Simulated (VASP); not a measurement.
Wanted: the native input for a VASP 6.6.1 run.

| Item | Value |
| --- | --- |
| Task | single point |
| Functional | PBE |
| Potentials or basis | VASP PAW PBE potentials, release 64 (C, O) |
| Cutoff | 520 eV |
| k mesh | 4 × 4 × 4 |
| Occupations | gaussian, width 0.05 eV |
| Spin | no spin polarisation |
| Dipole correction | no |
| Further INCAR settings | ALGO = Normal; EDIFF = 1e-06; NBANDS = 44 |

The structure of CO2 lies in POSCAR:

```
CO2
1.0
    6.0577362522      0.0000000000     -0.4543302189
    0.0000000000      6.0577362522      0.0000000000
   -0.4543302189      0.0000000000      5.9971588897
C O
4 8
Direct
    0.0000000000      0.0000000000      0.0000000000
    0.5000000000      0.0000000000      0.5000000000
    0.5000000000      0.5000000000      0.0000000000
    0.0000000000      0.5000000000      0.5000000000
    0.1114834447      0.1114834447      0.1114834447
    0.3885165553      0.8885165553      0.6114834447
    0.6114834447      0.3885165553      0.8885165553
    0.8885165553      0.6114834447      0.3885165553
    0.8885165553      0.8885165553      0.8885165553
    0.6114834447      0.1114834447      0.3885165553
    0.3885165553      0.6114834447      0.1114834447
    0.1114834447      0.3885165553      0.6114834447
```

This cell differs from its parent crystal: engineering shear strain xz -0.1500, normal strain along z -0.0100.

One way to write it, as run:

INCAR

```
SYSTEM = CO2
PREC = Accurate
ENCUT = 520
EDIFF = 1E-6
ISMEAR = 0
SIGMA = 0.05
LREAL = .FALSE.
LASPH = .TRUE.
NELM = 80
ALGO = Normal
ISIF = 2
LWAVE = .FALSE.
LCHARG = .TRUE.
GGA = PE
LELF = .TRUE.
LVHAR = .TRUE.
NBANDS = 44
```

KPOINTS

```
Automatic mesh
0
G
  4 4 4
  0 0 0
```

Potentials or basis: VASP PAW PBE potentials, release 64 (C, O).

Launch:

```console
$ cat potpaw_PBE.64/C/POTCAR potpaw_PBE.64/O/POTCAR > POTCAR
$ mpirun -np 1 vasp_std > vasp.out
```

It gave:

```json
{
 "Pressure": "4.3 GPa",
 "Largest force": "8.761 eV/Å",
 "Band gap on the k mesh": "6.51 eV, direct"
}
```

Caveat: the cell differs from its parent crystal (engineering shear strain xz -0.1500, normal strain along z -0.0100); forces of over 1 eV/Å act on the atoms, so gaps and moduli don't describe the material at rest.

Wall time 6 min on 1 thread of Oxide Virtual Turin-like Processor (shared host), peak memory 0.4 GiB.
